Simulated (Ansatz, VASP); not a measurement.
**One calculation of NaYPb4, two programs**

```
CELL_PARAMETERS angstrom
0.00000 4.61998 4.61998
4.61998 0.00000 4.61998
4.61998 4.61998 0.00000
ATOMIC_POSITIONS crystal
Na 0.00000 0.00000 0.00000
Y 0.75000 0.75000 0.75000
Pb 0.37789 0.86634 0.37789
Pb 0.37789 0.37789 0.86634
Pb 0.37789 0.37789 0.37789
Pb 0.86634 0.37789 0.37789
```

Alike in both runs: functional PBE; k mesh 4 × 4 × 4; occupations gaussian, width 0.1 eV; no spin polarisation.

Ansatz relaxed the structure, and its values are those at the end. VASP's run is a single point on that final structure, the one shown.

|  | VASP | Ansatz |
| --- | --- | --- |
| version | VASP 6.6.1 | Ansatz 0.2.0 |
| potentials or method | VASP PAW PBE potentials, release 64 (Na_pv, Y_sv, Pb_d), cutoff 520 eV | scalar-relativistic, plane waves, PAW |
| valence electrons in the cell | 74 | 76 |

Ansatz gave:

```
gap on the k mesh at the Fermi level (eV) : none
pressure (GPa)                            : 0.1
rms of the force components (eV/Å)        : 0.001
```

What did VASP give for the same quantities?

gap on the k mesh at the Fermi level (eV): none; pressure (GPa): 0.0; rms of the force components (eV/Å): 0.003.

A gap of «none» marks a metal or a gap that the smearing closes. With one functional, cell and mesh, what is left measures potentials, basis and numerics. VASP's potentials hold 74 valence electrons a cell and Ansatz's 76, so a difference there can come from the potentials and not from the codes.

Neither program's run includes spin-orbit coupling.
